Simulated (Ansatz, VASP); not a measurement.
# One calculation of Ti, two programs

The input INCAR:

```
PREC = Accurate
ENCUT = 520
EDIFF = 1E-7
ISMEAR = 0
SIGMA = 0.1
LREAL = False
LASPH = True
NELM = 80
ALGO = Normal
ISIF = 2
LWAVE = False
LCHARG = False
GGA = PE
NBANDS = 32
```

The input KPOINTS:

```
Automatic mesh
0
Gamma
  6 6 4
```

The input POSCAR:

```
Ti
1.0
    1.6185514997     -5.1343778691      0.0000000000
    1.6185514997      5.1343778691      0.0000000000
    0.0000000000      0.0000000000      4.2835381079
Ti
4
Direct
    0.0980000000      0.9020000000      0.9100000000
    0.5980000000      0.4020000000      0.5900000000
    0.9020000000      0.0980000000      0.0900000000
    0.4020000000      0.5980000000      0.4100000000
```

Input for Ansatz:

```yaml
crystal:
  lattice:
    - [1.6185514997, -5.1343778691, 0.0]
    - [1.6185514997, 5.1343778691, 0.0]
    - [0.0, 0.0, 4.2835381079]
  atoms:
    - { symbol: Ti, position: [0.098, 0.902, 0.91] }
    - { symbol: Ti, position: [0.598, 0.402, 0.59] }
    - { symbol: Ti, position: [0.902, 0.098, 0.09] }
    - { symbol: Ti, position: [0.402, 0.598, 0.41] }
basis:
  ecutwfc: 420
kpoints:
  mp_grid: { grid: [6, 6, 4] }
hamiltonian:
  xc: pbe
scf:
  occupations: { method: gaussian, width: 0.1 }
  lower_state_search: "off"
output:
  forces: true
  stress: true
  eigenvalues: true
```

Alike in both runs: task single point; functional PBE; k mesh 6 × 6 × 4; occupations gaussian, width 0.1 eV; no spin polarisation.

|  | VASP | Ansatz |
| --- | --- | --- |
| version | VASP 6.6.1 | Ansatz 0.2.0 |
| potentials or method | VASP PAW PBE potentials, release 64 (Ti_sv), cutoff 520 eV | scalar-relativistic, plane waves, PAW |
| valence electrons in the cell | 48 | 48 |

VASP gave:

- gap on the k mesh at the Fermi level (eV): none
- pressure (GPa): 10.3
- traceless stress, the component that is largest in VASP (GPa): -3.83
- rms of the force components (eV/Å): 2.231

Question: Estimate Ansatz's values.

Answer: gap on the k mesh at the Fermi level (eV): none; pressure (GPa): 9.0; traceless stress, the component that is largest in VASP (GPa): -3.42; rms of the force components (eV/Å): 2.125.

Atom by atom the forces differ by 0.107 eV/Å (rms over components). A gap of «none» marks a metal or a gap that the smearing closes.

The k mesh is coarse, so the values compare programs but aren't converged.
